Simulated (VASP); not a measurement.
# Ga3SiN3 in VASP: single point with PBE

Aim: the single point of Ga3SiN3 with PBE.

Program: VASP 6.6.1. These are calculated values, not measurements. Logs are shortened: lines on timing, memory, paths and dates and some standing lists are left out, and cuts for length are marked.

## (1) The cell of the first run

The cell holds a slab with vacuum, 7 atoms: a = 3.217 Å, b = 3.217 Å, c = 21.220 Å, α = 90.00°, β = 90.00°, γ = 90.00°.

## (2) Single point, PBE, collinear spin

Input file INCAR:

```
SYSTEM = Ga3SiN3
  ALGO = Normal
  DIPOL = 0.5 0.5 0.356
  EDIFF = 1E-7
  ENCUT = 520
  GGA = PE
  IDIPOL = 3
  ISIF = 2
  ISMEAR = 0
  ISPIN = 2
  KPAR = 4
  LASPH = .TRUE.
  LCHARG = .TRUE.
  LDIPOL = .TRUE.
  LORBIT = 11
  LREAL = .FALSE.
  LVACPOTAV = .TRUE.
  LVHAR = .TRUE.
  LWAVE = .FALSE.
  MAGMOM = 0 0 0 0 0 0 2
  NBANDS = 42
  NELM = 150
  PREC = Accurate
  SIGMA = 0.05
```

Input file KPOINTS:

```
k-points
0
G
  8 8 1
  0 0 0
```

Input file POSCAR:

```
Ga3SiN3
1.0
    3.2165072845      0.0000000000      0.0000000000
    0.0000000000      3.2165072845      0.0000000000
    0.0000000000      0.0000000000     21.2198072894
N Ga Si
3 3 1
Direct
    0.0000000000      0.5000000000      0.1885031257
    0.5000000000      0.0000000000      0.2956866680
    0.0000000000      0.5000000000      0.4029970640
    0.5000000000      0.5000000000      0.2420948968
    0.0000000000      0.0000000000      0.3470972838
    0.5000000000      0.5000000000      0.4580535137
    0.7500000000      0.7500000000      0.5607867693
```

Potentials or basis: VASP PAW PBE potentials, release 64 (N, Ga_d, Si).

Started as:

```
> cat potpaw_PBE.64/N/POTCAR potpaw_PBE.64/Ga_d/POTCAR potpaw_PBE.64/Si/POTCAR > POTCAR
> mpirun -np 4 vasp_std > vasp.out
```

OUTCAR:

```text
SYSTEM = Ga3SiN3
   EDIFF = 1E-7
   ENCUT = 520
   GGA = PE
   ISIF = 2
   ISMEAR = 0
   ISPIN = 2
   LASPH = .TRUE.
   LORBIT = 11
   LREAL = .FALSE.
   NELM = 150
   PREC = Accurate

 ion  position               nearest neighbor table
   1  0.000  0.500  0.189-   4 1.97   4 1.97
   2  0.500  0.000  0.296-   5 1.94   5 1.94   4 1.97   4 1.97
   3  0.000  0.500  0.403-   6 1.99   6 1.99   5 2.00   5 2.00
   4  0.500  0.500  0.242-   1 1.97   1 1.97   2 1.97   2 1.97
   5  0.000  0.000  0.347-   2 1.94   2 1.94   3 2.00   3 2.00
   6  0.500  0.500  0.458-   3 1.99   3 1.99   7 2.46
   7  0.750  0.750  0.561-   6 2.46

  LATTYP: Found a simple tetragonal cell.
 ALAT       =     3.2165072845
 C/A-ratio  =     6.5971581633

  Lattice vectors:

 A1 = (   3.2165072845,   0.0000000000,   0.0000000000)
 A2 = (   0.0000000000,   3.2165072845,   0.0000000000)
 A3 = (   0.0000000000,   0.0000000000,  21.2198072894)

Analysis of symmetry for initial positions (statically):
=====================================================================
 Subroutine PRICEL returns:
 Original cell was already a primitive cell.

 Routine SETGRP: Setting up the symmetry group for a
 simple tetragonal supercell.

 Subroutine GETGRP returns: Found  1 space group operations
 (whereof  1 operations were pure point group operations)
 out of a pool of 16 trial point group operations.

The static configuration has the point symmetry C_1 .

Analysis of symmetry for dynamics (positions and initial velocities):
=====================================================================
 Subroutine PRICEL returns:
 Original cell was already a primitive cell.

 Routine SETGRP: Setting up the symmetry group for a
 simple tetragonal supercell.

 Subroutine GETGRP returns: Found  1 space group operations
 (whereof  1 operations were pure point group operations)
 out of a pool of 16 trial point group operations.

The dynamic configuration has the point symmetry C_1 .

Analysis of structural, dynamic, and magnetic symmetry:
=====================================================================
 Subroutine PRICEL returns:
 Original cell was already a primitive cell.

 Routine SETGRP: Setting up the symmetry group for a
 simple tetragonal supercell.

 Subroutine GETGRP returns: Found  1 space group operations
 (whereof  1 operations were pure point group operations)
 out of a pool of 16 trial point group operations.

The overall configuration has the point symmetry C_1 .
[... 156 lines left out ...]
  ---------------------------------------------------
  ext. energy  EPLUGINS =         0.00000000
  ---------------------------------------------------
  free energy    TOTEN  =       -35.77988008 eV

  energy without entropy =      -35.77345635  energy(sigma->0) =      -35.77666821

 E-fermi :  -1.6341     XC(G=0):  -5.5428

 val. band max:       -1.6412906149   @ k =   0.0000   0.3750   0.0000
 cond. band min:      -1.6207955202   @ k =  -0.1250   0.5000   0.0000
 fundamental gap:      0.0204950946
 Fermi energy:        -1.6341347804

 spin component 1

 k-point     1 :       0.0000    0.0000    0.0000
  band No.  band energies     occupation
      1     -17.7420      1.00000
      2     -17.2215      1.00000
      3     -16.1671      1.00000
      4     -16.1513      1.00000
      5     -16.1376      1.00000
      6     -16.0846      1.00000
[... 1045 lines left out ...]
     40       6.5185      0.00000
     41       7.1014      0.00000

 [... further k-points ...]

 spin component 2

 k-point     1 :       0.0000    0.0000    0.0000
  band No.  band energies     occupation
      1     -17.7390      1.00000
      2     -17.2189      1.00000
      3     -16.1669      1.00000
      4     -16.1512      1.00000
      5     -16.1376      1.00000
      6     -16.0846      1.00000
[... 1045 lines left out ...]
     40       6.5121      0.00000
     41       7.0691      0.00000

 [... further k-points ...]

 [bands above 41 left out]

------------------------ aborting loop because EDIFF is reached ----------------------------------------

  FORCE on cell =-STRESS in cart. coord.  units (eV):
  Direction    XX          YY          ZZ          XY          YZ          ZX
  --------------------------------------------------------------------------------------
  -------------------------------------------------------------------------------------
  Total       -3.9841796     -2.9028025     -0.7900152      0.0825586      0.7457152     -1.2767231
  in kB      -29.0762889    -21.1844678     -5.7654803      0.6025074      5.4421820     -9.3174441
  external PRESSURE =     -18.6754123 kB  Pullay stress =       0.0000000 kB

 VOLUME and BASIS-vectors are now :
 -----------------------------------------------------------------------------
  energy-cutoff  :      520.00
  volume of cell :      219.54
      direct lattice vectors                 reciprocal lattice vectors
     3.216507285  0.000000000  0.000000000     0.310896234  0.000000000  0.000000000
     0.000000000  3.216507285  0.000000000     0.000000000  0.310896234  0.000000000
     0.000000000  0.000000000 21.219807289     0.000000000  0.000000000  0.047125781

 POSITION                                       TOTAL-FORCE (eV/Angst)
 -----------------------------------------------------------------------------------
      0.00000      1.60825      4.00000         0.001883      0.008282      1.255522
      1.60825      0.00000      6.27441         0.028707     -0.050524      0.651299
      0.00000      1.60825      8.55152         0.240622     -0.348855      0.124543
      1.60825      1.60825      5.13721         0.001228      0.003618     -1.923017
      0.00000      0.00000      7.36534         0.044032      0.060373      0.040810
      1.60825      1.60825      9.71981         0.039627      0.157536     -0.192232
      2.41238      2.41238     11.89979        -0.356101      0.169570      0.043076
 -----------------------------------------------------------------------------------
    total drift:                                0.000070     -0.000165      0.000414

  FREE ENERGIE OF THE ION-ELECTRON SYSTEM (eV)
  ---------------------------------------------------
  free  energy   TOTEN  =       -35.7798800823 eV

  energy  without entropy=      -35.7734563464  energy(sigma->0) =      -35.77666821

 vacuum level on the upper side and lower side of the slab         3.463         6.662

 total charge

# of ion       s       p       d       tot
------------------------------------------
    1        1.316   2.147   0.000   3.463
    2        1.237   2.486   0.000   3.724
    3        1.241   2.449   0.000   3.690
    4        0.797   0.863  10.142  11.801
    5        0.791   0.856  10.158  11.805
    6        0.883   0.732  10.039  11.653
    7        0.898   0.602   0.000   1.500
--------------------------------------------------
tot          7.163  10.135  30.339  47.637

 magnetization (x)

# of ion       s       p       d       tot
------------------------------------------
    1       -0.003  -0.153   0.000  -0.156
    2       -0.000   0.007   0.000   0.007
    3        0.000   0.002   0.000   0.002
    4        0.007  -0.001  -0.003   0.003
    5       -0.000  -0.002   0.000  -0.002
    6       -0.000   0.000   0.000   0.000
    7        0.000   0.002   0.000   0.003
--------------------------------------------------
tot          0.004  -0.144  -0.003  -0.144
```

OSZICAR:

```text
N       E                     dE             d eps       ncg     rms          rms(c)
DAV:   1     0.556916515064E+03    0.55692E+03   -0.26579E+04  6332   0.168E+03
DAV:   2     0.590981195128E+02   -0.49782E+03   -0.46710E+03  6656   0.498E+02
[... 48 lines left out ...]
DAV:  51    -0.357798793781E+02   -0.62824E-06   -0.37170E-07  5146   0.495E-03    0.184E-03
DAV:  52    -0.357798801439E+02   -0.76572E-06   -0.29789E-07  5614   0.235E-03    0.110E-03
DAV:  53    -0.357798799731E+02    0.17079E-06   -0.20339E-07  5230   0.259E-03    0.759E-04
DAV:  54    -0.357798798274E+02    0.14564E-06   -0.35864E-08  4604   0.954E-04    0.512E-04
DAV:  55    -0.357798800444E+02   -0.21696E-06   -0.14661E-08  4428   0.606E-04    0.418E-04
DAV:  56    -0.357798800823E+02   -0.37930E-07   -0.11858E-08  4776   0.421E-04
   1 F= -.35779880E+02 E0= -.35776668E+02  d E =-.642374E-02  mag=    -0.2177
```

Run time: 22 min. Hardware: 4 MPI ranks of AMD EPYC 7R13 (Zen 3), shared host; peak memory 0.66 GiB.

What came out:

- Free energy: -35.7799 eV
- Largest force: 1.923 eV/Å
- Net moment: -0.22 μB per cell
- Site moments: N -0.16, +0.01, +0.00; Ga +0.00, -0.00 (each value once); Si +0.00 μB
- Valence electrons inside the program's atomic spheres: N 3.46, 3.72, 3.69; Ga 11.80, 11.65 (each value once); Si 1.50

Forces in eV/Å, atoms in the order of the input:
```
N    0.002  0.008  1.256
N    0.029 -0.051  0.651
N    0.241 -0.349  0.125
Ga   0.001  0.004 -1.923
Ga   0.044  0.060  0.041
Ga   0.040  0.158 -0.192
Si  -0.356  0.170  0.043
```

Levels at points of the mesh, in eV from the Fermi level:
Spin up:
```tsv
k point	band 26	band 27	band 28	band 29	band 30	band 31	band 32	band 33
(0.00, 0.00, 0.00)	-1.53	-0.34	0.04	1.19	1.42	3.21	3.62	4.19
(0.50, 0.00, 0.00)	-1.76	-1.46	-0.68	-0.41	1.49	2.14	4.44	5.22
(0.00, 0.50, 0.00)	-1.63	-0.87	-0.35	-0.04	-0.03	1.31	3.91	5.09
(0.50, 0.50, 0.00)	-2.53	-1.66	-1.34	-0.69	-0.17	0.45	1.13	3.09
```
Spin down:
| k point | band 25 | band 26 | band 27 | band 28 | band 29 | band 30 | band 31 | band 32 | band 33 | band 34 |
| --- | --- | --- | --- | --- | --- | --- | --- | --- | --- | --- |
| (0.00, 0.00, 0.00) | -1.70 | -1.54 | -0.29 | -0.20 | 0.41 | 1.43 | 3.21 | 3.63 | 4.20 | 4.42 |
| (0.50, 0.00, 0.00) | -1.96 | -1.76 | -1.42 | -0.65 | -0.34 | 0.60 | 2.15 | 4.44 | 5.21 | 5.23 |
| (0.00, 0.50, 0.00) | -1.84 | -1.64 | -1.14 | -0.60 | -0.30 | 0.04 | 1.31 | 3.91 | 5.06 | 5.26 |
| (0.50, 0.50, 0.00) | -3.49 | -2.65 | -1.65 | -1.34 | -0.94 | -0.61 | 0.45 | 1.14 | 3.10 | 4.32 |
